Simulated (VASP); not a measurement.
# HfN (F-43m) in VASP: a series of runs

Runs on HfN. Level: LDA. Tasks: single point.

Program: VASP 6.6.1. These are calculated values, not measurements. Logs are shortened: lines on timing, memory, paths and dates and some standing lists are left out, and cuts for length are marked.

### 1 The cell of the first run

It takes space group F-43m (No. 216, cubic). Conventional cell: a = 4.910 Å, b = 4.910 Å, c = 4.910 Å, α = 90.00°, β = 90.00°, γ = 90.00°. Hf (site symmetry -43m) has 4 N at 2.13 Å within 2.8 Å. N (site symmetry -43m) has 4 Hf at 2.13 Å within 2.8 Å.

### 2 Single point, LDA

File INCAR:

```
  ALGO = Normal
  EDIFF = 1E-7
  ENCUT = 520
  GGA = CA
  ISIF = 2
  ISMEAR = 1
  LASPH = T
  LCHARG = F
  LREAL = F
  LWAVE = F
  NBANDS = 14
  NELM = 100
  PREC = Accurate
  SIGMA = 0.25
```

File KPOINTS:

```
k-points
0
Gamma
  10 10 10
```

File POSCAR:

```
HfN
1.0
    0.0000000000      2.4548220000      2.4548220000
    2.4548220000      0.0000000000      2.4548220000
    2.4548220000      2.4548220000      0.0000000000
Hf N
1 1
Direct
    0.0000000000      0.0000000000      0.0000000000
    0.7500000000      0.7500000000      0.7500000000
```

Potentials or basis: VASP PAW LDA potentials, release 64 (Hf_pv, N).

On the command line:

```
> cat potpaw_LDA.64/Hf_pv/POTCAR potpaw_LDA.64/N/POTCAR > POTCAR
> mpirun -np 1 vasp_std > vasp.out
```

OUTCAR:

```text
EDIFF = 1E-7
   ENCUT = 520
   GGA = CA
   ISIF = 2
   ISMEAR = 1
   LASPH = T
   LREAL = F
   NELM = 100
   PREC = Accurate

 ion  position               nearest neighbor table
   1  0.000  0.000  0.000-   2 2.13   2 2.13   2 2.13   2 2.13
   2  0.750  0.750  0.750-   1 2.13   1 2.13   1 2.13   1 2.13

  LATTYP: Found a face centered cubic cell.
 ALAT       =     4.9096440000

  Lattice vectors:

 A1 = (   0.0000000000,   2.4548220000,   2.4548220000)
 A2 = (   2.4548220000,   0.0000000000,   2.4548220000)
 A3 = (   2.4548220000,   2.4548220000,   0.0000000000)

Analysis of symmetry for initial positions (statically):
=====================================================================
 Subroutine PRICEL returns:
 Original cell was already a primitive cell.

 Routine SETGRP: Setting up the symmetry group for a
 face centered cubic supercell.

 Subroutine GETGRP returns: Found 24 space group operations
 (whereof 24 operations were pure point group operations)
 out of a pool of 48 trial point group operations.

The static configuration has the point symmetry T_d .

Analysis of symmetry for dynamics (positions and initial velocities):
=====================================================================
 Subroutine PRICEL returns:
 Original cell was already a primitive cell.

 Routine SETGRP: Setting up the symmetry group for a
 face centered cubic supercell.

 Subroutine GETGRP returns: Found 24 space group operations
 (whereof 24 operations were pure point group operations)
 out of a pool of 48 trial point group operations.

The dynamic configuration has the point symmetry T_d .

 Subroutine INISYM returns: Found 24 space group operations
 (whereof 24 operations are pure point group operations),
 and found     1 'primitive' translations

----------------------------------------------------------------------------------------

                                     Primitive cell

  volume of cell :      29.5863

  direct lattice vectors                    reciprocal lattice vectors
     0.000000000  2.454822000  2.454822000    -0.203680756  0.203680756  0.203680756
     2.454822000  0.000000000  2.454822000     0.203680756 -0.203680756  0.203680756
     2.454822000  2.454822000  0.000000000     0.203680756  0.203680756 -0.203680756

  length of vectors
     3.471642566  3.471642566  3.471642566     0.352785417  0.352785417  0.352785417

  position of ions in fractional coordinates (direct lattice)
     0.000000000  0.000000000  0.000000000
     0.750000000  0.750000000  0.750000000

  ion indices of the primitive-cell ions
   primitive index   ion index
                 1           1
                 2           2

----------------------------------------------------------------------------------------

 KPOINTS: k-points

Automatic generation of k-mesh.
 Grid dimensions read from file:
 generate k-points for:   10   10   10

 Generating k-lattice:

  Cartesian coordinates                     Fractional coordinates (reciprocal lattice)
    -0.020368076  0.020368076  0.020368076     0.100000000  0.000000000  0.000000000
     0.020368076 -0.020368076  0.020368076     0.000000000  0.100000000  0.000000000
     0.020368076  0.020368076 -0.020368076     0.000000000  0.000000000  0.100000000

  Length of vectors
     0.035278542  0.035278542  0.035278542

  Shift w.r.t. Gamma in fractional coordinates (k-lattice)
     0.000000000  0.000000000  0.000000000

 Subroutine IBZKPT returns following result:
 ===========================================

 Found     47 irreducible k-points:

 Following reciprocal coordinates:
            Coordinates               Weight
  0.000000  0.000000  0.000000      1.000000
  0.100000  0.000000  0.000000      8.000000
  0.200000  0.000000  0.000000      8.000000
  0.300000  0.000000  0.000000      8.000000
  0.400000  0.000000  0.000000      8.000000
  0.500000  0.000000  0.000000      4.000000
[... 16 lines left out ...]
  0.300000  0.300000  0.000000      6.000000
  0.400000  0.300000  0.000000     24.000000
 [... further k-points ...]
   k-points           NKPTS =     47   k-points in BZ     NKDIM =     47   number of bands    NBANDS=     14
   number of dos      NEDOS =    301   number of ions     NIONS =      2
   total plane-waves  NPLWV =  21952
   dimension x,y,z NGX =    28 NGY =   28 NGZ =   28
   dimension x,y,z NGXF=    56 NGYF=   56 NGZF=   56
   ions per type =               1   1
   NGX,Y,Z   is equivalent  to a cutoff of  13.41, 13.41, 13.41 a.u.
   NGXF,Y,Z  is equivalent  to a cutoff of  26.82, 26.82, 26.82 a.u.
 SYSTEM =  unknown system
   PREC   = accura    normal or accurate (medium, high low for compatibility)
   ISTART =      0    job   : 0-new  1-cont  2-samecut
   ICHARG =      2    charge: 1-file 2-atom 10-const
   ISPIN  =      1    spin polarized calculation?
   LNONCOLLINEAR =      F non collinear calculations
   LSORBIT =      F    spin-orbit coupling
   LASPH  =      T    aspherical Exc in radial PAW
   ENCUT  =  520.0 eV  38.22 Ry    6.18 a.u.   6.45  6.45  6.45*2*pi/ulx,y,z
   NELM   =    100;   NELMIN=  2; NELMDL= -5     # of ELM steps
   EDIFF  = 0.1E-06   stopping-criterion for ELM
   LREAL  =      F    real-space projection
   EDIFFG = 0.1E-05   stopping-criterion for IOM
   NSW    =      0    number of steps for IOM
   IBRION =     -1    ionic relax: 0-MD 1-quasi-New 2-CG
   NFREE  =      0    steps in history (QN), initial steepest desc. (CG)
   ISIF   =      2    stress and relaxation
   ISYM   =      2    0-nonsym 1-usesym 2-fastsym
   POTIM  = 0.5000    time-step for ionic-motion
   TEBEG  =    0.0;   TEEND  =   0.0 temperature during run
   PSTRESS=    0.0 pullay stress
   NELECT =      15.0000    total number of electrons
   NUPDOWN=      -1.0000    fix difference up-down
   EMIN   =  10.00;   EMAX   =-10.00  energy-range for DOS
   EFERMI =   0.00;   METHOD = LEGACY
   ISMEAR =     1;   SIGMA  =   0.25  broadening in eV -4-tet -1-fermi 0-gaus
   EFERMI_NEDOS =   21; number of points for ismear=-14 and -15
   IALGO  =     38    algorithm
   IMIX   =      4    mixing-type and parameters
     AMIX     =   0.40;   BMIX     =  1.00
     AMIX_MAG =   1.60;   BMIX_MAG =  1.00
  volume/ion in A,a.u.               =      14.79        99.83
  Fermi-wavevector in a.u.,A,eV,Ry     =   1.305395  2.466839 23.185087  1.704056
  Thomas-Fermi vector in A             =   2.436267
   LORBIT       =      0    0 simple, 1 ext, 2 COOP (PROOUT), +10 PAW based schemes
   GGA     = CA    functional components
   LHFCALC =     F    Hartree Fock is set to
   AEXX    =    0.0000 exact exchange contribution
   IVDW    =     0    specifies the selected vdW correction
   LEPSILON=     F    determine dielectric tensor
   LRPA    =     F    only Hartree local field effects (RPA)
 non-spin polarized calculation
 Methfessel and Paxton  Order N= 1 SIGMA  =   0.25
  energy-cutoff  :      520.00
  volume of cell :       29.59
 maximum number of plane-waves:       821
 NGX is ok and might be reduce to    28
   NGX = 13   NGY = 13   NGZ = 13

 number of electron      15.0000001 magnetization

 Free energy of the ion-electron system (eV)
  ---------------------------------------------------
  ext. energy  EPLUGINS =         0.00000000
  ---------------------------------------------------
  free energy    TOTEN  =       -23.01650512 eV

  energy without entropy =      -23.01747297  energy(sigma->0) =      -23.01682773

 E-fermi :   5.5290     XC(G=0): -11.5069

 val. band max:        5.5111106294   @ k =   0.3000   0.2000   0.0000
 cond. band min:       5.6090416413   @ k =   0.4000   0.2000   0.0000
 fundamental gap:      0.0979310119
 Fermi energy:         5.5289899144

 k-point     1 :       0.0000    0.0000    0.0000
  band No.  band energies     occupation
      1     -25.3675      2.00000
      2     -25.3675      2.00000
      3     -25.3675      2.00000
      4     -10.3457      2.00000
      5       0.1181      2.00000
      6       0.1181      2.00000
      7       0.1181      2.00000
      8       4.9488      2.00496
      9       7.6880     -0.00000
     10       7.6880     -0.00000
     11      12.1105      0.00000
     12      12.1105      0.00000
     13      12.1105      0.00000
     14      16.9603      0.00000

 k-point     2 :       0.1000    0.0000    0.0000
  band No.  band energies     occupation
      1     -25.4157      2.00000
      2     -25.3737      2.00000
      3     -25.3737      2.00000
      4     -10.2251      2.00000
      5      -0.0901      2.00000
      6       0.1906      2.00000
      7       0.1906      2.00000
      8       5.4717      1.37650
      9       7.5310     -0.00000
     10       7.5310     -0.00000
     11      11.8535      0.00000
     12      12.3303      0.00000
     13      12.3303      0.00000
     14      16.9516      0.00000

 k-point     3 :       0.2000    0.0000    0.0000
  band No.  band energies     occupation
      1     -25.5392      2.00000
      2     -25.3898      2.00000
      3     -25.3898      2.00000
      4      -9.9207      2.00000
      5      -0.4049      2.00000
      6       0.3679      2.00000
      7       0.3679      2.00000
      8       6.5909     -0.00000
      9       7.3143     -0.00000
     10       7.3143     -0.00000
     11      11.3418      0.00000
     12      12.5571      0.00000
     13      12.5571      0.00000
     14      15.1213      0.00000
[... 324 lines left out ...]
 k-point    23 :       0.3000    0.3000    0.0000
  band No.  band energies     occupation
      1     -25.6874      2.00000
      2     -25.4745      2.00000
      3     -25.4745      2.00000
      4      -9.3074      2.00000
      5      -1.1843      2.00000
      6       1.2009      2.00000
      7       1.2009      2.00000
      8       4.8890      2.00176
      9       8.6980     -0.00000
     10       8.7589     -0.00000
     11      11.4701      0.00000
     12      11.4701      0.00000
     13      11.8526      0.00000
     14      16.9314      0.00000

 k-point    24 :       0.4000    0.3000    0.0000
  band No.  band energies     occupation
      1     -25.7523      2.00000
      2     -25.5077      2.00000
      3     -25.4931      2.00000
      4      -9.0998      2.00000
      5      -1.1502      2.00000
      6       1.3745      2.00000
      7       1.4435      2.00000
      8       4.7900      2.00024
      9       8.2873     -0.00000
     10       8.9609     -0.00000
     11      10.9647      0.00000
     12      11.3770      0.00000
     13      12.4154      0.00000
     14      16.6305      0.00000

 [... further k-points ...]
[... 5 lines left out ...]
  --------------------------------------------------------------------------------------
  -------------------------------------------------------------------------------------
  Total       -1.8419392     -1.8419392     -1.8419392      0.0000000      0.0000000      0.0000000
  in kB      -99.7460861    -99.7460861    -99.7460861      0.0000000      0.0000000      0.0000000
  external PRESSURE =     -99.7460861 kB  Pullay stress =       0.0000000 kB

 VOLUME and BASIS-vectors are now :
 -----------------------------------------------------------------------------
  energy-cutoff  :      520.00
  volume of cell :       29.59
      direct lattice vectors                 reciprocal lattice vectors
     0.000000000  2.454822000  2.454822000    -0.203680756  0.203680756  0.203680756
     2.454822000  0.000000000  2.454822000     0.203680756 -0.203680756  0.203680756
     2.454822000  2.454822000  0.000000000     0.203680756  0.203680756 -0.203680756

 POSITION                                       TOTAL-FORCE (eV/Angst)
 -----------------------------------------------------------------------------------
      0.00000      0.00000      0.00000        -0.000000     -0.000000     -0.000000
      3.68223      3.68223      3.68223         0.000000      0.000000      0.000000
 -----------------------------------------------------------------------------------
    total drift:                                0.000000      0.000000      0.000000

  FREE ENERGIE OF THE ION-ELECTRON SYSTEM (eV)
  ---------------------------------------------------
  free  energy   TOTEN  =       -23.0165051185 eV

  energy  without entropy=      -23.0174729668  energy(sigma->0) =      -23.01682773
```

It took 14 s on 1 thread of Intel Xeon Platinum 8559C (Emerald Rapids), shared host; peak memory 0.15 GiB.

Results:

```
Free energy : -23.0165 eV
Pressure    : -10.0 GPa
```

Levels at points of the mesh, in eV from the Fermi level:
| k point | band 3 | band 4 | band 5 | band 6 | band 7 | band 8 | band 9 | band 10 | band 11 | band 12 |
| --- | --- | --- | --- | --- | --- | --- | --- | --- | --- | --- |
| (0.00, 0.00, 0.00) | -30.90 | -15.87 | -5.41 | -5.41 | -5.41 | -0.58 | 2.16 | 2.16 | 6.58 | 6.58 |
| (0.50, 0.00, 0.00) | -30.96 | -14.76 | -5.63 | -4.82 | -4.82 | 1.58 | 2.67 | 2.67 | 4.28 | 5.25 |
| (0.50, 0.50, 0.00) | -31.06 | -14.38 | -6.87 | -3.53 | -3.53 | -1.06 | 2.14 | 3.95 | 4.64 | 4.64 |

Caveat: spin-orbit coupling is left out, which moves the levels of the heavy elements.

### 3 Single point, LDA

File INCAR:

```
SYSTEM = HfN
PREC = Accurate ; ENCUT = 520
EDIFF = 1E-7 ; ISMEAR = 1
SIGMA = 0.15 ; LREAL = .False.
LASPH = .True. ; NELM = 100
ALGO = Normal ; ISIF = 2
LWAVE = .False. ; LCHARG = .True.
GGA = CA ; LELF = .True.
LVHAR = .True. ; NBANDS = 14
```

File KPOINTS:

```
regular mesh
0
Gamma
  10 10 10
  0 0 0
```

POSCAR is that of step 2.

Potentials or basis: VASP PAW LDA potentials, release 64 (Hf_pv, N).

On the command line:

```
> cat potpaw_LDA.64/Hf_pv/POTCAR potpaw_LDA.64/N/POTCAR > POTCAR
> mpirun -np 1 vasp_std > vasp.out
```

OUTCAR:

```text
SYSTEM = HfN
   PREC = Accurate
   ENCUT = 520
   EDIFF = 1E-7
   ISMEAR = 1
   LREAL = .False.
   LASPH = .True.
   NELM = 100
   ISIF = 2
   GGA = CA

 ion  position               nearest neighbor table
   1  0.000  0.000  0.000-   2 2.13   2 2.13   2 2.13   2 2.13
   2  0.750  0.750  0.750-   1 2.13   1 2.13   1 2.13   1 2.13

  LATTYP: Found a face centered cubic cell.
 ALAT       =     4.9096440000

  Lattice vectors:

 A1 = (   0.0000000000,   2.4548220000,   2.4548220000)
 A2 = (   2.4548220000,   0.0000000000,   2.4548220000)
 A3 = (   2.4548220000,   2.4548220000,   0.0000000000)

Analysis of symmetry for initial positions (statically):
=====================================================================
 Subroutine PRICEL returns:
 Original cell was already a primitive cell.

 Routine SETGRP: Setting up the symmetry group for a
 face centered cubic supercell.

 Subroutine GETGRP returns: Found 24 space group operations
 (whereof 24 operations were pure point group operations)
 out of a pool of 48 trial point group operations.

The static configuration has the point symmetry T_d .

Analysis of symmetry for dynamics (positions and initial velocities):
[... 177 lines left out ...]
      9       7.6878     -0.00000
     10       7.6878     -0.00000
     11      12.1103      0.00000
     12      12.1103      0.00000
     13      12.1103      0.00000
     14      16.9595      0.00000
[... 377 lines left out ...]
      1     -25.7527      2.00000
      2     -25.5081      2.00000
      3     -25.4935      2.00000
      4      -9.0999      2.00000
      5      -1.1502      2.00000
      6       1.3744      2.00000
      7       1.4434      2.00000
      8       4.7899      2.00000
      9       8.2872     -0.00000
     10       8.9607      0.00000
     11      10.9645      0.00000
     12      11.3768      0.00000
     13      12.4152      0.00000
     14      16.6303      0.00000

 [... further k-points ...]

------------------------ aborting loop because EDIFF is reached ----------------------------------------

  FORCE on cell =-STRESS in cart. coord.  units (eV):
  Direction    XX          YY          ZZ          XY          YZ          ZX
  --------------------------------------------------------------------------------------
  -------------------------------------------------------------------------------------
  Total       -1.8414470     -1.8414470     -1.8414470      0.0000000      0.0000000     -0.0000000
  in kB      -99.7194326    -99.7194326    -99.7194326      0.0000000      0.0000000     -0.0000000
  external PRESSURE =     -99.7194326 kB  Pullay stress =       0.0000000 kB

 VOLUME and BASIS-vectors are now :
 -----------------------------------------------------------------------------
  energy-cutoff  :      520.00
  volume of cell :       29.59
      direct lattice vectors                 reciprocal lattice vectors
     0.000000000  2.454822000  2.454822000    -0.203680756  0.203680756  0.203680756
     2.454822000  0.000000000  2.454822000     0.203680756 -0.203680756  0.203680756
     2.454822000  2.454822000  0.000000000     0.203680756  0.203680756 -0.203680756

 POSITION                                       TOTAL-FORCE (eV/Angst)
 -----------------------------------------------------------------------------------
      0.00000      0.00000      0.00000        -0.000000     -0.000000     -0.000000
      3.68223      3.68223      3.68223         0.000000      0.000000      0.000000
 -----------------------------------------------------------------------------------
    total drift:                                0.000000      0.000000      0.000000

  FREE ENERGIE OF THE ION-ELECTRON SYSTEM (eV)
  ---------------------------------------------------
  free  energy   TOTEN  =       -23.0171760740 eV

  energy  without entropy=      -23.0180268982  energy(sigma->0) =      -23.01745968
```

OSZICAR:

```text
N       E                     dE             d eps       ncg     rms          rms(c)
DAV:   1     0.391753133418E+02    0.39175E+02   -0.78310E+03  1316   0.979E+02
DAV:   2    -0.244625593696E+02   -0.63638E+02   -0.59930E+02  1756   0.226E+02
DAV:   3    -0.266009521509E+02   -0.21384E+01   -0.21305E+01  1526   0.338E+01
DAV:   4    -0.266122757066E+02   -0.11324E-01   -0.11323E-01  1562   0.298E+00
DAV:   5    -0.266123941927E+02   -0.11849E-03   -0.11848E-03  1550   0.272E-01    0.548E+01
DAV:   6    -0.232374570889E+02    0.33749E+01   -0.13282E+01  1334   0.245E+01    0.403E+01
DAV:   7    -0.230586878233E+02    0.17877E+00   -0.73941E-01  1406   0.651E+00    0.252E+01
DAV:   8    -0.230243913356E+02    0.34296E-01   -0.12253E-01  1532   0.303E+00    0.631E+00
DAV:   9    -0.230173518227E+02    0.70395E-02   -0.17795E-02  1508   0.103E+00    0.166E+00
DAV:  10    -0.230172345055E+02    0.11732E-03   -0.12973E-03  1634   0.304E-01    0.364E-01
DAV:  11    -0.230171770588E+02    0.57447E-04   -0.15904E-04  1538   0.107E-01    0.645E-02
DAV:  12    -0.230171761598E+02    0.89891E-06   -0.15399E-05  1718   0.303E-02    0.236E-02
DAV:  13    -0.230171760740E+02    0.85831E-07   -0.34412E-07  1494   0.539E-03
   1 F= -.23017176E+02 E0= -.23017460E+02  d E =0.850824E-03
```

stdout:

```text
POSCAR found type information on POSCAR HfN
 POSCAR found :  2 types and       2 ions
 scaLAPACK will be used
 LDA part: xc-table for (Slater(with rela. corr.)+CA(PZ))
 , standard interpolation
 POSCAR, INCAR and KPOINTS ok, starting setup
 FFT: planning ... GRIDC
 FFT: planning ... GRID_SOFT
 FFT: planning ... GRID
 WAVECAR not read
 entering main loop
```

Run time: 14 s. Hardware: 1 thread of Intel Xeon Platinum 8559C (Emerald Rapids), shared host; peak memory 0.15 GiB.

What came out:

* Free energy: -23.0172 eV
* Pressure: -10.0 GPa

Caveat: spin-orbit coupling is left out, which moves the levels of the heavy elements.

### 4 Single point, LDA

File INCAR:

```
PREC = Accurate ; ENCUT = 520
EDIFF = 1E-6 ; ISMEAR = 1
SIGMA = 0.1 ; LREAL = False
LASPH = True ; NELM = 60
ALGO = Normal ; ISIF = 2
LWAVE = False ; LCHARG = False
NBANDS = 14
```

File KPOINTS:

```
regular mesh
0
Gamma
  10 10 10
```

POSCAR is that of step 3.

On the command line:

```
> cat potpaw_LDA.64/Hf_pv/POTCAR potpaw_LDA.64/N/POTCAR > POTCAR
> mpirun -np 1 vasp_std > vasp.out
```

Wall time 11 s (1 thread of Intel Xeon Platinum 8559C (Emerald Rapids), shared host); peak memory 0.15 GiB.

It converged, with:

- Free energy: -23.0173 eV
- Pressure: -10.0 GPa

Levels at points of the mesh, in eV from the Fermi level:
```csv
k point,band 4,band 5,band 6,band 7,band 8,band 9,band 10,band 11
"(0.00, 0.00, 0.00)",-15.89,-5.43,-5.43,-5.43,-0.60,2.14,2.14,6.56
"(0.50, 0.00, 0.00)",-14.78,-5.65,-4.84,-4.84,1.56,2.65,2.65,4.26
"(0.50, 0.50, 0.00)",-14.40,-6.89,-3.55,-3.55,-1.08,2.12,3.93,4.62
```

Caveat: spin-orbit coupling is left out, which moves the levels of the heavy elements.

(Part 1 of 2 ends here.)
